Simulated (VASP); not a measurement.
# KBr (Fm-3m) in VASP: further runs, part 2 of 2

VASP 6.6.1.

**5. Single point, PBEsol**

This run uses another cell than the first one, of 35.11 Å³/atom, 1.549 times its volume.

INCAR

```
  ALGO = Normal
  EDIFF = 1E-7
  ENCUT = 520
  GGA = PS
  ISIF = 2
  ISMEAR = -1
  LASPH = True
  LCHARG = True
  LELF = True
  LREAL = False
  LVHAR = True
  LWAVE = False
  NBANDS = 15
  NELM = 100
  PREC = Accurate
  SIGMA = 0.05
```

KPOINTS

```
k-points
0
Gamma
  7 7 7
```

POSCAR

```
KBr
1.0
    0.0000000000      3.2744008614      3.2744008614
    3.2744008614      0.0000000000      3.2744008614
    3.2744008614      3.2744008614      0.0000000000
Br K
1 1
Direct
    0.5000000000      0.5000000000      0.5000000000
    0.0000000000      0.0000000000      0.0000000000
```

Potentials or basis: VASP PAW PBE potentials, release 64 (Br, K_sv).

Run with:

```bash
cat potpaw_PBE.64/Br/POTCAR potpaw_PBE.64/K_sv/POTCAR > POTCAR
mpirun -np 1 vasp_std > vasp.out
```

OUTCAR:

```text
EDIFF = 1E-7
   ENCUT = 520
   GGA = PS
   ISIF = 2
   ISMEAR = -1
   LASPH = True
   LREAL = False
   NELM = 100
   PREC = Accurate

 ion  position               nearest neighbor table
   1  0.500  0.500  0.500-   2 3.27   2 3.27   2 3.27   2 3.27   2 3.27   2 3.27
   2  0.000  0.000  0.000-   1 3.27   1 3.27   1 3.27   1 3.27   1 3.27   1 3.27

  LATTYP: Found a face centered cubic cell.
 ALAT       =     6.5488017228

  Lattice vectors:

 A1 = (   0.0000000000,   3.2744008614,   3.2744008614)
 A2 = (   3.2744008614,   0.0000000000,   3.2744008614)
 A3 = (   3.2744008614,   3.2744008614,   0.0000000000)

Analysis of symmetry for initial positions (statically):
=====================================================================
 Subroutine PRICEL returns:
 Original cell was already a primitive cell.

 Routine SETGRP: Setting up the symmetry group for a
 face centered cubic supercell.

 Subroutine GETGRP returns: Found 48 space group operations
 (whereof 48 operations were pure point group operations)
 out of a pool of 48 trial point group operations.

The static configuration has the point symmetry O_h .

Analysis of symmetry for dynamics (positions and initial velocities):
=====================================================================
 Subroutine PRICEL returns:
 Original cell was already a primitive cell.

 Routine SETGRP: Setting up the symmetry group for a
 face centered cubic supercell.

 Subroutine GETGRP returns: Found 48 space group operations
 (whereof 48 operations were pure point group operations)
 out of a pool of 48 trial point group operations.

The dynamic configuration has the point symmetry O_h .

 Subroutine INISYM returns: Found 48 space group operations
 (whereof 48 operations are pure point group operations),
 and found     1 'primitive' translations
[... 113 lines left out ...]
  Thomas-Fermi vector in A             =   2.132261
   LORBIT       =      0    0 simple, 1 ext, 2 COOP (PROOUT), +10 PAW based schemes
   GGA     = PS    functional components
   LHFCALC =     F    Hartree Fock is set to
   AEXX    =    0.0000 exact exchange contribution
   IVDW    =     0    specifies the selected vdW correction
   LEPSILON=     F    determine dielectric tensor
   LRPA    =     F    only Hartree local field effects (RPA)
 non-spin polarized calculation
  energy-cutoff  :      520.00
  volume of cell :       70.21
 maximum number of plane-waves:      1917
   NGX = 17   NGY = 17   NGZ = 17

 number of electron      16.0000000 magnetization

 Free energy of the ion-electron system (eV)
  ---------------------------------------------------
  ext. energy  EPLUGINS =         0.00000000
  ---------------------------------------------------
  free energy    TOTEN  =        -6.45985391 eV

  energy without entropy =       -6.45985391  energy(sigma->0) =       -6.45985391

 E-fermi :  -0.6664     XC(G=0):  -7.6440

 val. band max:       -1.7335842134   @ k =   0.0000   0.0000   0.0000
 cond. band min:       2.6026798681   @ k =   0.0000   0.0000   0.0000
 fundamental gap:      4.3362640815
 Fermi energy:        -0.6663983813

 k-point     1 :       0.0000    0.0000    0.0000
  band No.  band energies     occupation
      1     -29.2968      2.00000
      2     -14.0696      2.00000
      3     -12.8417      2.00000
      4     -12.8417      2.00000
      5     -12.8417      2.00000
      6      -1.7336      2.00000
      7      -1.7336      2.00000
      8      -1.7336      2.00000
      9       2.6027      0.00000
     10       5.7954      0.00000
     11       5.7954      0.00000
     12       5.7954      0.00000
     13       6.6498      0.00000
     14       6.6498      0.00000
[... 329 lines left out ...]
      2     -14.0721      2.00000
      3     -12.9186      2.00000
      4     -12.8914      2.00000
      5     -12.7450      2.00000
      6      -2.4516      2.00000
      7      -2.3956      2.00000
      8      -2.1796      2.00000
      9       5.2178      0.00000
     10       5.9742      0.00000
     11       6.6021      0.00000
     12       7.3237      0.00000
     13       8.7716      0.00000
     14       8.8008      0.00000
     15       9.6244      0.00000

------------------------ aborting loop because EDIFF is reached ----------------------------------------

  FORCE on cell =-STRESS in cart. coord.  units (eV):
  Direction    XX          YY          ZZ          XY          YZ          ZX
  --------------------------------------------------------------------------------------
  -------------------------------------------------------------------------------------
  Total        0.0287449      0.0287449      0.0287449      0.0000000      0.0000000     -0.0000000
  in kB        0.6559124      0.6559124      0.6559124      0.0000000      0.0000000     -0.0000000
  external PRESSURE =       0.6559124 kB  Pullay stress =       0.0000000 kB

 VOLUME and BASIS-vectors are now :
 -----------------------------------------------------------------------------
  energy-cutoff  :      520.00
  volume of cell :       70.21
      direct lattice vectors                 reciprocal lattice vectors
     0.000000000  3.274400861  3.274400861    -0.152699691  0.152699691  0.152699691
     3.274400861  0.000000000  3.274400861     0.152699691 -0.152699691  0.152699691
     3.274400861  3.274400861  0.000000000     0.152699691  0.152699691 -0.152699691

 POSITION                                       TOTAL-FORCE (eV/Angst)
 -----------------------------------------------------------------------------------
      3.27440      3.27440      3.27440         0.000000      0.000000      0.000000
      0.00000      0.00000      0.00000        -0.000000     -0.000000     -0.000000
 -----------------------------------------------------------------------------------
    total drift:                                0.000000      0.000000      0.000000

  FREE ENERGIE OF THE ION-ELECTRON SYSTEM (eV)
  ---------------------------------------------------
  free  energy   TOTEN  =        -6.4598539076 eV

  energy  without entropy=       -6.4598539076  energy(sigma->0) =       -6.45985391
```

It took 44 s on 1 thread of AMD EPYC 7R43 (Zen 3), shared host; peak memory 0.17 GiB.

Results:

| Property | Result |
| --- | --- |
| Free energy | -6.4599 eV |
| Pressure | 0.1 GPa |
| Band gap on the k mesh | 4.34 eV, direct |

Levels at points of the mesh, in eV from the valence-band top:
| k point | band 4 | band 5 | band 6 | band 7 | band 8 | band 9 | band 10 | band 11 | band 12 | band 13 |
| --- | --- | --- | --- | --- | --- | --- | --- | --- | --- | --- |
| (0.00, 0.00, 0.00) | -11.11 | -11.11 | 0.00 | 0.00 | 0.00 | 4.34 | 7.53 | 7.53 | 7.53 | 8.38 |

Caveat: the PAW data sets were made with another functional, which shifts forces and pressure a little. As with any semilocal functional, this PBEsol gap is likely too small.

**6. Summary**

```csv
cell,gap on the mesh (eV),pressure (GPa)
"a = 4.002 Å, angles 60.0°, 2 atoms",4.63,20.4
"a = 4.185 Å, angles 60.0°, 2 atoms",5.11,10.2
"a = 4.336 Å, angles 60.0°, 2 atoms",4.91,5.1
"a = 4.631 Å, angles 60.0°, 2 atoms",4.34,0.1
```

Alike in all rows: task single point; level PBEsol; potentials or basis VASP PAW PBE potentials, release 64 (Br, K_sv); no spin polarisation; k mesh 7 × 7 × 7; cutoff (eV) 520; smearing fermi-dirac 0.05 eV.

Caveats: the PAW data sets were made with another functional, which shifts forces and pressure a little.

Total energies depend on the potentials used, so only differences within one code and one set of settings carry meaning.
